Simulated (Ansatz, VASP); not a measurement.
**One calculation of InF3, two programs**

```
CELL_PARAMETERS angstrom
2.54463 1.46914 4.84768
-2.54463 1.46914 4.84768
0.00000 -2.93828 4.84768
ATOMIC_POSITIONS crystal
In 0.00000 0.00000 0.00000
In 0.50000 0.50000 0.50000
F 0.90374 0.59626 0.25000
F 0.25000 0.90374 0.59626
F 0.59626 0.25000 0.90374
F 0.09626 0.40374 0.75000
F 0.75000 0.09626 0.40374
F 0.40374 0.75000 0.09626
```

Alike in both runs: task single point; functional LDA; k mesh 6 × 6 × 6; occupations gaussian, width 0.02 eV; no spin polarisation.

|  | VASP | Ansatz |
| --- | --- | --- |
| version | VASP 6.6.1 | Ansatz 0.2.0 |
| potentials or method | VASP PAW LDA potentials, release 64 (In_d, F), cutoff 520 eV | scalar-relativistic, plane waves, PAW |
| valence electrons in the cell | 68 | 68 |

Ansatz gave:

| Item | Value |
| --- | --- |
| gap on the k mesh at the Fermi level (eV) | 4.27 |
| least direct gap on the mesh (eV) | 4.28 |
| pressure (GPa) | 0.0 |
| traceless stress, the component that is largest in VASP (GPa) | 0.03 |
| rms of the force components (eV/Å) | 0.000 |

Problem. Estimate VASP's values.

Solution. gap on the k mesh at the Fermi level (eV): 4.26; least direct gap on the mesh (eV): 4.27; pressure (GPa): 0.6; traceless stress, the component that is largest in VASP (GPa): 0.11; rms of the force components (eV/Å): 0.024.

LDA's correlation is that of Perdew and Zunger in VASP and of Perdew and Wang (1992) in Ansatz. Atom by atom the forces differ by 0.024 eV/Å (rms over components).
